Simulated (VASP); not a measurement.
Set up this calculation in VASP 6.6.1, as the native input.

| Item | Value |
| --- | --- |
| Task | single point |
| Functional | r2SCAN |
| Potentials or basis | VASP PAW PBE potentials, release 64 (Re) |
| Cutoff | 520 eV |
| k mesh | 22 × 22 × 22 |
| Occupations | gaussian, width 0.15 eV |
| Spin | no spin polarisation |
| Dipole correction | no |
| Further INCAR settings | ALGO = Normal; EDIFF = 1e-06; NBANDS = 10 |

Re:

```xyz
1
Lattice="-0.0944 1.9289 1.9289 1.9289 -0.0944 1.9289 1.9289 1.9289 -0.0944" Properties=species:S:1:pos:R:3 pbc="T T T"
Re    0.0000    0.0000    0.0000
```

This cell differs from its parent crystal: ratio of the length along [111] to the lengths across it x 0.93, volume and fractional coordinates fixed.

The input as run:

POSCAR

```
Re
1.0
   -0.0944233848      1.9289348617      1.9289348617
    1.9289348617     -0.0944233848      1.9289348617
    1.9289348617      1.9289348617     -0.0944233848
Re
1
Direct
    0.0000000000      0.0000000000      0.0000000000
```

INCAR.step1

```
PREC = Accurate
ENCUT = 520
ISMEAR = 0
SIGMA = 0.15
LREAL = False
LASPH = True
NELM = 80
NBANDS = 10
GGA = PE
ALGO = Normal
EDIFF = 1E-4
LWAVE = True
LCHARG = False
```

INCAR.step2

```
PREC = Accurate
ENCUT = 520
EDIFF = 1E-6
ISMEAR = 0
SIGMA = 0.15
LREAL = False
LASPH = True
NELM = 80
ALGO = Normal
ISIF = 2
LWAVE = False
LCHARG = False
METAGGA = R2SCAN
LMIXTAU = True
NBANDS = 10
ISTART = 1
```

KPOINTS

```
Automatic mesh
0
Gamma
  22 22 22
```

Potentials or basis: VASP PAW PBE potentials, release 64 (Re).

Command:

```console
$ cat potpaw_PBE.64/Re/POTCAR > POTCAR
$ cp INCAR.step1 INCAR
$ mpirun -np 1 vasp_std > vasp.out
$ cp INCAR.step2 INCAR
$ mpirun -np 1 vasp_std > vasp.out
```

Results of the run:

```
Pressure               : -13.8 GPa
Band gap on the k mesh : zero (an odd number of electrons rules out a gap without spin polarisation)
```

Caveat: the cell stands under tension; the PAW data sets were made with another functional, which shifts forces and pressure a little; spin-orbit coupling is left out, which moves the levels of the heavy elements.

Run time: 6.5 min on 1 thread of AMD EPYC 7R13 Processor (Zen 3), on a shared host, peak memory 0.24 GiB.
